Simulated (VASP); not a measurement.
# Mo (Im-3m) in VASP: notebook, part 2 of 2

VASP 6.6.1.

### 3 Single point, PBEsol+D4

This run uses another cell than the first one, of 15.14 Å³/atom, 0.987 times its volume.

Input file INCAR:

```
ALGO = Normal
EDIFF = 1E-6
ENCUT = 500
GGA = PS
GGA_COMPAT = False
ISIF = 2
ISMEAR = 0
IVDW = 13
LASPH = True
LCHARG = False
LREAL = False
LWAVE = False
NBANDS = 13
NELM = 120
PREC = Accurate
SIGMA = 0.1
```

Input file KPOINTS:

```
k-points
0
Gamma
  18 18 18
```

Input file POSCAR:

```
Mo
1.0
   -1.5583631747      1.5583631747      1.5583631747
    1.5583631747     -1.5583631747      1.5583631747
    1.5583631747      1.5583631747     -1.5583631747
Mo
1
Direct
    0.0000000000      0.0000000000      0.0000000000
```

Potentials or basis: VASP PAW PBE potentials, release 64 (Mo_sv).

Run with:

```
$ cat potpaw_PBE.64/Mo_sv/POTCAR > POTCAR
$ mpirun -np 1 vasp_std > vasp.out
```

OUTCAR:

```text
EDIFF = 1E-6
   ENCUT = 500
   GGA = PS
   ISIF = 2
   ISMEAR = 0
   IVDW = 13
   LASPH = True
   LREAL = False
   NELM = 120
   PREC = Accurate

 ion  position               nearest neighbor table
   1  0.000  0.000  0.000-

  LATTYP: Found a body centered cubic cell.
 ALAT       =     3.1167263494

  Lattice vectors:

 A1 = (  -1.5583631747,   1.5583631747,   1.5583631747)
 A2 = (   1.5583631747,  -1.5583631747,   1.5583631747)
 A3 = (   1.5583631747,   1.5583631747,  -1.5583631747)

Analysis of symmetry for initial positions (statically):
=====================================================================
 Subroutine PRICEL returns:
 Original cell was already a primitive cell.

 Routine SETGRP: Setting up the symmetry group for a
 body centered cubic supercell.

 Subroutine GETGRP returns: Found 48 space group operations
 (whereof 48 operations were pure point group operations)
 out of a pool of 48 trial point group operations.

The static configuration has the point symmetry O_h .

Analysis of symmetry for dynamics (positions and initial velocities):
=====================================================================
 Subroutine PRICEL returns:
 Original cell was already a primitive cell.

 Routine SETGRP: Setting up the symmetry group for a
 body centered cubic supercell.

 Subroutine GETGRP returns: Found 48 space group operations
 (whereof 48 operations were pure point group operations)
 out of a pool of 48 trial point group operations.

The dynamic configuration has the point symmetry O_h .

 Subroutine INISYM returns: Found 48 space group operations
 (whereof 48 operations are pure point group operations),
 and found     1 'primitive' translations

----------------------------------------------------------------------------------------

                                     Primitive cell

  volume of cell :      15.1379

  direct lattice vectors                    reciprocal lattice vectors
    -1.558363175  1.558363175  1.558363175     0.000000000  0.320849471  0.320849471
     1.558363175 -1.558363175  1.558363175     0.320849471  0.000000000  0.320849471
     1.558363175  1.558363175 -1.558363175     0.320849471  0.320849471  0.000000000

  length of vectors
     2.699164195  2.699164195  2.699164195     0.453749673  0.453749673  0.453749673

  position of ions in fractional coordinates (direct lattice)
     0.000000000  0.000000000  0.000000000

  ion indices of the primitive-cell ions
   primitive index   ion index
                 1           1

----------------------------------------------------------------------------------------

 KPOINTS: k-points

Automatic generation of k-mesh.
 Grid dimensions read from file:
 generate k-points for:   18   18   18

 Generating k-lattice:

  Cartesian coordinates                     Fractional coordinates (reciprocal lattice)
     0.000000000  0.017824971  0.017824971     0.055555556  0.000000000  0.000000000
     0.017824971  0.000000000  0.017824971     0.000000000  0.055555556  0.000000000
     0.017824971  0.017824971  0.000000000     0.000000000  0.000000000  0.055555556

  Length of vectors
     0.025208315  0.025208315  0.025208315

  Shift w.r.t. Gamma in fractional coordinates (k-lattice)
     0.000000000  0.000000000  0.000000000

 Subroutine IBZKPT returns following result:
 ===========================================

 Found    195 irreducible k-points:

 Following reciprocal coordinates:
            Coordinates               Weight
  0.000000  0.000000  0.000000      1.000000
  0.055556  0.000000  0.000000     12.000000
  0.111111  0.000000  0.000000     12.000000
  0.166667  0.000000  0.000000     12.000000
  0.222222  0.000000  0.000000     12.000000
  0.277778  0.000000  0.000000     12.000000
[... 16 lines left out ...]
  0.333333  0.111111 -0.000000     48.000000
  0.388889  0.111111  0.000000     48.000000
 [... further k-points ...]
   k-points           NKPTS =    195   k-points in BZ     NKDIM =    195   number of bands    NBANDS=     13
   number of dos      NEDOS =    301   number of ions     NIONS =      1
   total plane-waves  NPLWV =   8000
   dimension x,y,z NGX =    20 NGY =   20 NGZ =   20
   dimension x,y,z NGXF=    40 NGYF=   40 NGZF=   40
   ions per type =               1
   NGX,Y,Z   is equivalent  to a cutoff of  12.32, 12.32, 12.32 a.u.
   NGXF,Y,Z  is equivalent  to a cutoff of  24.64, 24.64, 24.64 a.u.
 SYSTEM =  unknown system
   PREC   = accura    normal or accurate (medium, high low for compatibility)
   ISTART =      0    job   : 0-new  1-cont  2-samecut
   ICHARG =      2    charge: 1-file 2-atom 10-const
   ISPIN  =      1    spin polarized calculation?
   LNONCOLLINEAR =      F non collinear calculations
   LSORBIT =      F    spin-orbit coupling
   LASPH  =      T    aspherical Exc in radial PAW
   ENCUT  =  500.0 eV  36.75 Ry    6.06 a.u.   4.92  4.92  4.92*2*pi/ulx,y,z
   NELM   =    120;   NELMIN=  2; NELMDL= -5     # of ELM steps
   EDIFF  = 0.1E-05   stopping-criterion for ELM
   LREAL  =      F    real-space projection
   EDIFFG = 0.1E-04   stopping-criterion for IOM
   NSW    =      0    number of steps for IOM
   IBRION =     -1    ionic relax: 0-MD 1-quasi-New 2-CG
   NFREE  =      0    steps in history (QN), initial steepest desc. (CG)
   ISIF   =      2    stress and relaxation
   ISYM   =      2    0-nonsym 1-usesym 2-fastsym
   POTIM  = 0.5000    time-step for ionic-motion
   TEBEG  =    0.0;   TEEND  =   0.0 temperature during run
   PSTRESS=    0.0 pullay stress
   NELECT =      14.0000    total number of electrons
   NUPDOWN=      -1.0000    fix difference up-down
   EMIN   =  10.00;   EMAX   =-10.00  energy-range for DOS
   EFERMI =   0.00;   METHOD = LEGACY
   ISMEAR =     0;   SIGMA  =   0.10  broadening in eV -4-tet -1-fermi 0-gaus
   EFERMI_NEDOS =   21; number of points for ismear=-14 and -15
   IALGO  =     38    algorithm
   IMIX   =      4    mixing-type and parameters
     AMIX     =   0.40;   BMIX     =  1.00
     AMIX_MAG =   1.60;   BMIX_MAG =  1.00
  volume/ion in A,a.u.               =      15.14       102.16
  Fermi-wavevector in a.u.,A,eV,Ry     =   1.595005  3.014123 34.613798  2.544042
  Thomas-Fermi vector in A             =   2.692991
   LORBIT       =      0    0 simple, 1 ext, 2 COOP (PROOUT), +10 PAW based schemes
   GGA     = PS    functional components
   LHFCALC =     F    Hartree Fock is set to
   AEXX    =    0.0000 exact exchange contribution
   IVDW    =    13    specifies the selected vdW correction
   LEPSILON=     F    determine dielectric tensor
   LRPA    =     F    only Hartree local field effects (RPA)
 non-spin polarized calculation
 Gauss-broadening in eV      SIGMA  =   0.10
  energy-cutoff  :      500.00
  volume of cell :       15.14
 maximum number of plane-waves:       395
   NGX =  9   NGY =  9   NGZ =  9

 number of electron      13.9999997 magnetization

 Free energy of the ion-electron system (eV)
  ---------------------------------------------------
  ext. energy  EPLUGINS =         0.00000000
  ---------------------------------------------------
  free energy    TOTEN  =       -11.77523964 eV

  energy without entropy =      -11.77303903  energy(sigma->0) =      -11.77413934

 E-fermi :  13.0107     XC(G=0): -13.7109

 val. band max:       13.0048095217   @ k =  -0.3889   0.4444   0.2778
 cond. band min:      13.0310023823   @ k =   0.3889   0.1111   0.0000
 fundamental gap:      0.0261928606
 Fermi energy:        13.0107140510

 k-point     1 :       0.0000    0.0000    0.0000
  band No.  band energies     occupation
      1     -48.2121      2.00000
      2     -21.4208      2.00000
      3     -21.4208      2.00000
      4     -21.4208      2.00000
      5       5.5991      2.00000
      6      11.5576      2.00000
      7      11.5576      2.00000
      8      11.5576      2.00000
      9      14.6937      0.00000
     10      14.6937      0.00000
     11      27.8416      0.00000
     12      27.8416      0.00000
     13      27.8416      0.00000
[... 353 lines left out ...]
 k-point    24 :       0.3889    0.1111    0.0000
  band No.  band energies     occupation
      1     -47.9085      2.00000
      2     -22.8844      2.00000
      3     -21.9596      2.00000
      4     -21.5030      2.00000
      5       7.8735      2.00000
      6       9.5883      2.00000
      7      13.0310      0.77417
      8      14.6137      0.00000
      9      15.8168      0.00000
     10      18.6479      0.00000
     11      25.1139      0.00000
     12      25.9193      0.00000
     13      30.3789      0.00000

 [... further k-points ...]

------------------------ aborting loop because EDIFF is reached ----------------------------------------

  DFT-D4 for vdW energy calculation

  Edisp (eV):   -0.36647

  FORCE on cell =-STRESS in cart. coord.  units (eV):
  Direction    XX          YY          ZZ          XY          YZ          ZX
  --------------------------------------------------------------------------------------
  -------------------------------------------------------------------------------------
  Total       0.05431     0.05431     0.05431     0.00000    -0.00000     0.00000
  in kB       5.74852     5.74852     5.74852     0.00000    -0.00000     0.00000
  external pressure =        5.75 kB  Pullay stress =        0.00 kB

 VOLUME and BASIS-vectors are now :
 -----------------------------------------------------------------------------
  energy-cutoff  :      500.00
  volume of cell :       15.14
      direct lattice vectors                 reciprocal lattice vectors
    -1.558363175  1.558363175  1.558363175     0.000000000  0.320849471  0.320849471
     1.558363175 -1.558363175  1.558363175     0.320849471  0.000000000  0.320849471
     1.558363175  1.558363175 -1.558363175     0.320849471  0.320849471  0.000000000

 POSITION                                       TOTAL-FORCE (eV/Angst)
 -----------------------------------------------------------------------------------
      0.00000      0.00000      0.00000        -0.000000     -0.000000     -0.000000
 -----------------------------------------------------------------------------------
    total drift:                               -0.000000     -0.000000      0.000000

  FREE ENERGIE OF THE ION-ELECTRON SYSTEM (eV)
  ---------------------------------------------------
  free  energy   TOTEN  =       -12.1417118874 eV

  energy  without entropy=      -12.1395112706  energy(sigma->0) =      -12.14061158
```

OSZICAR:

```text
N       E                     dE             d eps       ncg     rms          rms(c)
DAV:   1     0.898255807381E+02    0.89826E+02   -0.79104E+03  5107   0.108E+03
DAV:   2    -0.114033338710E+02   -0.10123E+03   -0.97395E+02  5835   0.308E+02
DAV:   3    -0.125088712229E+02   -0.11055E+01   -0.11015E+01  5570   0.323E+01
DAV:   4    -0.125112271802E+02   -0.23560E-02   -0.23559E-02  5820   0.182E+00
DAV:   5    -0.125112419506E+02   -0.14770E-04   -0.14769E-04  5595   0.126E-01    0.171E+01
DAV:   6    -0.118758620394E+02    0.63538E+00   -0.74982E-01  5225   0.107E+01    0.479E+00
DAV:   7    -0.117811322216E+02    0.94730E-01   -0.15199E-01  5640   0.455E+00    0.917E-01
DAV:   8    -0.117752197348E+02    0.59125E-02   -0.40299E-03  5230   0.803E-01    0.207E-01
DAV:   9    -0.117752326605E+02   -0.12926E-04   -0.82903E-05  5993   0.110E-01    0.923E-02
DAV:  10    -0.117752394118E+02   -0.67513E-05   -0.86511E-06  5290   0.344E-02    0.492E-03
DAV:  11    -0.117752396449E+02   -0.23313E-06   -0.69921E-08  2815   0.292E-03
   1 F= -.12141712E+02 E0= -.12140612E+02  d E =-.220062E-02
```

stdout:

```text
POSCAR found type information on POSCAR Mo
 POSCAR found :  1 types and       1 ions
 scaLAPACK will be used
 -----------------------------------------------------------------------------
|                                                                             |
|                                                                             |
|     You enforced a specific xc type in the INCAR file but a different       |
|     I HOPE YOU KNOW WHAT YOU ARE DOING!                                     |
|                                                                             |
 -----------------------------------------------------------------------------

 LDA part: xc-table for (Slater+PW92), standard interpolation
 POSCAR, INCAR and KPOINTS ok, starting setup
 FFT: planning ... GRIDC
 FFT: planning ... GRID_SOFT
 FFT: planning ... GRID
 WAVECAR not read
 entering main loop
```

It took 31 s on 1 thread of AMD EPYC 7R43 (Zen 3), shared host; peak memory 0.11 GiB.

What came out:

```
Free energy                : -12.1417 eV
Pressure                   : 0.6 GPa
Band gap on the k mesh     : zero (band 7 reaches 17.19 eV, above the bottom of band 8 at 11.56 eV)
Dispersion energy per atom : -0.366 eV
```

Levels at points of the mesh, in eV from the Fermi level:
| k point | band 3 | band 4 | band 5 | band 6 | band 7 | band 8 | band 9 | band 10 | band 11 | band 12 |
| --- | --- | --- | --- | --- | --- | --- | --- | --- | --- | --- |
| (0.00, 0.00, 0.00) | -34.43 | -34.43 | -7.41 | -1.45 | -1.45 | -1.45 | 1.68 | 1.68 | 14.83 | 14.83 |
| (0.50, 0.00, 0.00) | -34.93 | -34.45 | -5.57 | -3.59 | 1.71 | 1.74 | 2.39 | 4.99 | 11.97 | 12.12 |
| (0.50, 0.50, 0.50) | -35.50 | -35.50 | -5.74 | -5.74 | 4.17 | 4.17 | 4.17 | 9.25 | 9.25 | 9.25 |

Caveat: the PAW data sets were made with another functional, which shifts forces and pressure a little; pairwise dispersion overbinds metals, which lowers pressure and volume.
